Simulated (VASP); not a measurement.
# MgH2 (Cmmm) in VASP: single point with PBE

Aim: the single point of MgH2 with PBE.

Program: VASP 6.6.1. These are calculated values, not measurements. Logs are shortened: lines on timing, memory, paths and dates and some standing lists are left out, and cuts for length are marked.

### 1 The cell of the first run

Symmetry: Cmmm, No. 65, orthorhombic system. Conventional cell: a = 5.930 Å, b = 13.605 Å, c = 5.558 Å, α = 90.00°, β = 90.00°, γ = 90.00°. Mg (site symmetry m2m) has 4 H at 1.81 to 1.82 Å within 2.4 Å. Within 2.4 Å of Mg (site symmetry mmm) lie 4 H at 1.84 Å. H (site symmetry 2/m) has 2 Mg at 1.82 Å within 2.4 Å. Within 2.4 Å of H (site symmetry m) lie 2 Mg at 1.81 to 1.84 Å.

### 2 Single point, PBE

POSCAR

```
MgH2
1.0
    2.9650301674     -6.8026506234      0.0000000000
    2.9650301674      6.8026506234      0.0000000000
    0.0000000000      0.0000000000      5.5578246859
Mg H
3 6
Direct
    0.6728247078      0.3271752922      0.5000000000
    0.3271752922      0.6728247078      0.5000000000
    0.5000000000      0.5000000000      0.0000000000
    0.0000000000      0.5000000000      0.5000000000
    0.5000000000      0.0000000000      0.5000000000
    0.5968970400      0.4031029600      0.2320842104
    0.5968970400      0.4031029600      0.7679157896
    0.4031029600      0.5968970400      0.2320842104
    0.4031029600      0.5968970400      0.7679157896
```

INCAR.step1

```
ALGO = Normal ; EDIFF = 1E-6
ENCUT = 520 ; GGA = PE
ISIF = 2 ; ISMEAR = 0
LASPH = True ; LCHARG = True
LREAL = False ; LWAVE = False
NBANDS = 16 ; NELM = 100
PREC = Accurate ; SIGMA = 0.02
```

KPOINTS.step1

```
k-points
0
Gamma
  4 4 4
```

INCAR.step2

```
ALGO = Normal ; EDIFF = 1E-6
ENCUT = 520 ; GGA = PE
ICHARG = 11 ; ISIF = 2
ISMEAR = -5 ; LASPH = True
LCHARG = False ; LORBIT = 10
LREAL = False ; LWAVE = False
NEDOS = 2001 ; NELM = 100
PREC = Accurate ; SIGMA = 0.02
```

KPOINTS.step2

```
k-points
0
Gamma
  6 6 6
```

Potentials or basis: VASP PAW PBE potentials, release 64 (Mg, H).

The run is started by

```
$ cat potpaw_PBE.64/Mg/POTCAR potpaw_PBE.64/H/POTCAR > POTCAR
$ cp INCAR.step1 INCAR
$ cp KPOINTS.step1 KPOINTS
$ mpirun -np 1 vasp_std > vasp.out
$ cp INCAR.step2 INCAR
$ cp KPOINTS.step2 KPOINTS
$ mpirun -np 1 vasp_std > vasp.out
```

OUTCAR:

```text
EDIFF = 1E-6
   ENCUT = 520
   GGA = PE
   ICHARG = 11
   ISIF = 2
   ISMEAR = -5
   LASPH = True
   LORBIT = 10
   LREAL = False
   NELM = 100
   PREC = Accurate

 ion  position               nearest neighbor table
   1  0.673  0.327  0.500-   7 1.81   6 1.81   4 1.82   5 1.82   2 3.63   2 3.63   3 3.64   3 3.64

   2  0.327  0.673  0.500-   9 1.81   8 1.81   4 1.82   5 1.82   1 3.63   1 3.63   3 3.64   3 3.64

   3  0.500  0.500  0.000-   6 1.84   8 1.84   7 1.84   9 1.84   1 3.64   2 3.64   1 3.64   2 3.64

   4  0.000  0.500  0.500-   1 1.82   2 1.82
   5  0.500  0.000  0.500-   1 1.82   2 1.82
   6  0.597  0.403  0.232-   1 1.81   3 1.84
   7  0.597  0.403  0.768-   1 1.81   3 1.84
   8  0.403  0.597  0.232-   2 1.81   3 1.84
   9  0.403  0.597  0.768-   2 1.81   3 1.84

  LATTYP: Found a base centered orthorhombic cell.
 ALAT       =     5.9300603348
 B/A-ratio  =     2.2942938990
 C/A-ratio  =     0.9372290284

  Lattice vectors:

 A1 = (   2.9650301674,  -6.8026506234,   0.0000000000)
 A2 = (   2.9650301674,   6.8026506234,   0.0000000000)
 A3 = (   0.0000000000,   0.0000000000,   5.5578246859)

Analysis of symmetry for initial positions (statically):
=====================================================================
 Subroutine PRICEL returns:
 Original cell was already a primitive cell.

 Routine SETGRP: Setting up the symmetry group for a
 base centered orthorhombic supercell.

 Subroutine GETGRP returns: Found  8 space group operations
 (whereof  8 operations were pure point group operations)
 out of a pool of  8 trial point group operations.

The static configuration has the point symmetry D_2h.

Analysis of symmetry for dynamics (positions and initial velocities):
=====================================================================
 Subroutine PRICEL returns:
 Original cell was already a primitive cell.

 Routine SETGRP: Setting up the symmetry group for a
 base centered orthorhombic supercell.

 Subroutine GETGRP returns: Found  8 space group operations
 (whereof  8 operations were pure point group operations)
 out of a pool of  8 trial point group operations.

The dynamic configuration has the point symmetry D_2h.

 Subroutine INISYM returns: Found  8 space group operations
 (whereof  8 operations are pure point group operations),
 and found     1 'primitive' translations

----------------------------------------------------------------------------------------

                                     Primitive cell

  volume of cell :     224.2034

  direct lattice vectors                    reciprocal lattice vectors
     2.965030167 -6.802650623  0.000000000     0.168632348 -0.073500761  0.000000000
     2.965030167  6.802650623  0.000000000     0.168632348  0.073500761  0.000000000
     0.000000000  0.000000000  5.557824686     0.000000000  0.000000000  0.179926510

  length of vectors
     7.420745205  7.420745205  5.557824686     0.183954426  0.183954426  0.179926510

  position of ions in fractional coordinates (direct lattice)
     0.672824708  0.327175292  0.500000000
     0.327175292  0.672824708  0.500000000
     0.500000000  0.500000000  0.000000000
     0.000000000  0.500000000  0.500000000
     0.500000000  0.000000000  0.500000000
     0.596897040  0.403102960  0.232084210
     0.596897040  0.403102960  0.767915790
     0.403102960  0.596897040  0.232084210
     0.403102960  0.596897040  0.767915790

  ion indices of the primitive-cell ions
   primitive index   ion index
                 1           1
                 2           2
                 3           3
                 4           4
                 5           5
                 6           6
                 7           7
                 8           8
                 9           9

----------------------------------------------------------------------------------------

 KPOINTS: k-points

Automatic generation of k-mesh.
 Grid dimensions read from file:
[... 23 lines left out ...]
            Coordinates               Weight
  0.000000  0.000000  0.000000      1.000000
  0.166667  0.000000  0.000000      4.000000
  0.333333  0.000000  0.000000      4.000000
  0.500000  0.000000  0.000000      2.000000
  0.166667  0.166667  0.000000      2.000000
  0.333333  0.166667  0.000000      4.000000
[... 16 lines left out ...]
  0.333333  0.333333  0.166667      4.000000
  0.500000  0.333333  0.166667      8.000000
 [... further k-points ...]
   k-points           NKPTS =     52   k-points in BZ     NKDIM =     52   number of bands    NBANDS=     11
   number of dos      NEDOS =   2001   number of ions     NIONS =      9
   total plane-waves  NPLWV = 131712
   dimension x,y,z NGX =    56 NGY =   56 NGZ =   42
   dimension x,y,z NGXF=   112 NGYF=  112 NGZF=   84
   ions per type =               3   6
   NGX,Y,Z   is equivalent  to a cutoff of  12.55, 12.55, 12.56 a.u.
   NGXF,Y,Z  is equivalent  to a cutoff of  25.09, 25.09, 25.13 a.u.
 SYSTEM =  unknown system
   PREC   = accura    normal or accurate (medium, high low for compatibility)
   ISTART =      0    job   : 0-new  1-cont  2-samecut
   ICHARG =     11    charge: 1-file 2-atom 10-const
   ISPIN  =      1    spin polarized calculation?
   LNONCOLLINEAR =      F non collinear calculations
   LSORBIT =      F    spin-orbit coupling
   LASPH  =      T    aspherical Exc in radial PAW
   ENCUT  =  520.0 eV  38.22 Ry    6.18 a.u.  13.80 13.80 10.33*2*pi/ulx,y,z
   NELM   =    100;   NELMIN=  2; NELMDL=  0     # of ELM steps
   EDIFF  = 0.1E-05   stopping-criterion for ELM
   LREAL  =      F    real-space projection
   EDIFFG = 0.1E-04   stopping-criterion for IOM
   NSW    =      0    number of steps for IOM
   IBRION =     -1    ionic relax: 0-MD 1-quasi-New 2-CG
   NFREE  =      0    steps in history (QN), initial steepest desc. (CG)
   ISIF   =      2    stress and relaxation
   ISYM   =      2    0-nonsym 1-usesym 2-fastsym
   POTIM  = 0.5000    time-step for ionic-motion
   TEBEG  =    0.0;   TEEND  =   0.0 temperature during run
   PSTRESS=    0.0 pullay stress
   NELECT =      12.0000    total number of electrons
   NUPDOWN=      -1.0000    fix difference up-down
   EMIN   =  10.00;   EMAX   =-10.00  energy-range for DOS
   EFERMI =   0.00;   METHOD = LEGACY
   ISMEAR =    -5;   SIGMA  =   0.02  broadening in eV -4-tet -1-fermi 0-gaus
   EFERMI_NEDOS =   21; number of points for ismear=-14 and -15
   IALGO  =     38    algorithm
   IMIX   =      4    mixing-type and parameters
     AMIX     =   0.40;   BMIX     =  1.00
     AMIX_MAG =   1.60;   BMIX_MAG =  1.00
  volume/ion in A,a.u.               =      24.91       168.11
  Fermi-wavevector in a.u.,A,eV,Ry     =   0.616956  1.165879  5.178858  0.380635
  Thomas-Fermi vector in A             =   1.674870
   LORBIT       =     10    0 simple, 1 ext, 2 COOP (PROOUT), +10 PAW based schemes
   GGA     = PE    functional components
   LHFCALC =     F    Hartree Fock is set to
   AEXX    =    0.0000 exact exchange contribution
   IVDW    =     0    specifies the selected vdW correction
   LEPSILON=     F    determine dielectric tensor
   LRPA    =     F    only Hartree local field effects (RPA)
 non-spin polarized calculation
 Fermi weights with tetrahedron method with Bloechl corrections
  energy-cutoff  :      520.00
  volume of cell :      224.20
 maximum number of plane-waves:      6067

 number of electron      11.9999999 magnetization

 Free energy of the ion-electron system (eV)
  ---------------------------------------------------
  ext. energy  EPLUGINS =         0.00000000
  ---------------------------------------------------
  free energy    TOTEN  =       -24.77317464 eV

  energy without entropy =      -24.77317464  energy(sigma->0) =      -24.77317464

 E-fermi :  -3.2661     XC(G=0):  -4.9506

 val. band max:       -3.2710581909   @ k =   0.0000   0.0000   0.0000
 cond. band min:      -0.0755005374   @ k =   0.3333   0.1667   0.0000
 fundamental gap:      3.1955576536
 Fermi energy:        -3.2660766976

 k-point     1 :       0.0000    0.0000    0.0000
  band No.  band energies     occupation
      1      -7.3592      2.00000
      2      -5.3705      2.00000
      3      -5.3654      2.00000
      4      -4.4321      2.00000
      5      -4.2714      2.00000
      6      -3.2711      2.00000
      7       1.1163      0.00000
      8       1.2745      0.00000
      9       1.8165      0.00000
     10       1.9150      0.00000
     11       2.5391      0.00000
[... 309 lines left out ...]
 k-point    24 :       0.5000    0.3333    0.1667
  band No.  band energies     occupation
      1      -6.8677      2.00000
      2      -6.4872      2.00000
      3      -4.7145      2.00000
      4      -4.3842      2.00000
      5      -4.3543      2.00000
      6      -3.4199      2.00000
      7       0.6925      0.00000
      8       1.0722      0.00000
      9       1.9630      0.00000
     10       2.4189      0.00000
     11       3.1452      0.00000

 [... further k-points ...]

------------------------ aborting loop because EDIFF is reached ----------------------------------------

  FORCE on cell =-STRESS in cart. coord.  units (eV):
  Direction    XX          YY          ZZ          XY          YZ          ZX
  --------------------------------------------------------------------------------------
  -------------------------------------------------------------------------------------
  Total       -0.0467962     -0.1027092     -0.0793748     -0.0000000      0.0000000      0.0000000
  in kB       -0.3344101     -0.7339689     -0.5672194     -0.0000000      0.0000000      0.0000000
  external PRESSURE =      -0.5451995 kB  Pullay stress =       0.0000000 kB

 VOLUME and BASIS-vectors are now :
 -----------------------------------------------------------------------------
  energy-cutoff  :      520.00
  volume of cell :      224.20
      direct lattice vectors                 reciprocal lattice vectors
     2.965030167 -6.802650623  0.000000000     0.168632348 -0.073500761  0.000000000
     2.965030167  6.802650623  0.000000000     0.168632348  0.073500761  0.000000000
     0.000000000  0.000000000  5.557824686     0.000000000  0.000000000  0.179926510

 POSITION                                       TOTAL-FORCE (eV/Angst)
 -----------------------------------------------------------------------------------
      2.96503     -2.35133      2.77891        -0.000000      0.000243      0.000000
      2.96503      2.35133      2.77891        -0.000000     -0.000243      0.000000
      2.96503      0.00000      0.00000         0.000000      0.000000      0.000000
      1.48252      3.40133      2.77891        -0.000000      0.000000      0.000000
      1.48252     -3.40133      2.77891        -0.000000      0.000000      0.000000
      2.96503     -1.31831      1.28988        -0.000000      0.000233     -0.002825
      2.96503     -1.31831      4.26794        -0.000000      0.000233      0.002825
      2.96503      1.31831      1.28988        -0.000000     -0.000233     -0.002825
      2.96503      1.31831      4.26794        -0.000000     -0.000233      0.002825
 -----------------------------------------------------------------------------------
    total drift:                               -0.000000     -0.000000      0.000000

  FREE ENERGIE OF THE ION-ELECTRON SYSTEM (eV)
  ---------------------------------------------------
  free  energy   TOTEN  =       -24.7731746412 eV

  energy  without entropy=      -24.7731746412  energy(sigma->0) =      -24.77317464

 total charge

# of ion       s       p       d       tot
------------------------------------------
    1        0.177   0.152   0.029   0.358
    2        0.177   0.152   0.029   0.358
    3        0.170   0.133   0.032   0.334
    4        0.573   0.001   0.000   0.574
    5        0.573   0.001   0.000   0.574
    6        0.572   0.001   0.000   0.573
    7        0.572   0.001   0.000   0.573
    8        0.572   0.001   0.000   0.573
    9        0.572   0.001   0.000   0.573
--------------------------------------------------
tot          3.957   0.442   0.090   4.489
```

Run time: 3.7 min. Hardware: 1 thread of Intel Xeon 8259CL, shared host; peak memory 0.4 GiB.

Results:

- Valence electrons inside the program's atomic spheres: Mg 0.36, 0.33 (each value once); H 0.57
